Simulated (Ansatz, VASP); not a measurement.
## Mo: VASP beside Ansatz

Contents of INCAR:

```
PREC = Accurate
ENCUT = 520
EDIFF = 1E-6
ISMEAR = 0
SIGMA = 0.15
LREAL = False
LASPH = True
NELM = 60
ALGO = Fast
ISIF = 2
LWAVE = False
LCHARG = False
GGA = PE
NBANDS = 13
```

KPOINTS

```
regular mesh
0
Gamma
  22 22 22
```

The input POSCAR:

```
Mo
1.0
    0.0000000000      1.9519895519      2.1471885071
    1.9519895519      0.0000000000      2.1471885071
    1.9519895519      1.9519895519      0.0000000000
Mo
1
Direct
    0.0000000000      0.0000000000      0.0000000000
```

Input for Ansatz:

```yaml
crystal:
  lattice:
    - [0.0, 1.9519895519, 2.1471885071]
    - [1.9519895519, 0.0, 2.1471885071]
    - [1.9519895519, 1.9519895519, 0.0]
  atoms:
    - { symbol: Mo, position: [0.0, 0.0, 0.0] }
basis:
  ecutwfc: 420
kpoints:
  mp_grid: { grid: [22, 22, 22] }
hamiltonian:
  xc: pbe
scf:
  occupations: { method: gaussian, width: 0.15 }
output:
  forces: true
  stress: true
  eigenvalues: true
```

Alike in both runs: task single point; functional PBE; k mesh 22 × 22 × 22; occupations gaussian, width 0.15 eV; no spin polarisation.

```csv
,VASP,Ansatz
version,VASP 6.6.1,Ansatz 0.2.0
potentials or method,"VASP PAW PBE potentials, release 64 (Mo_sv), cutoff 520 eV","scalar-relativistic, plane waves, PAW"
valence electrons in the cell,14,14
```

```csv
,VASP,Ansatz,Ansatz less VASP
gap on the k mesh at the Fermi level (eV),none,none,-
pressure (GPa),-4.1,-4.5,-0.41
"traceless stress, the component that is largest in VASP (GPa)",6.07,6.11,+0.037
```

A gap of «none» marks a metal or a gap that the smearing closes.
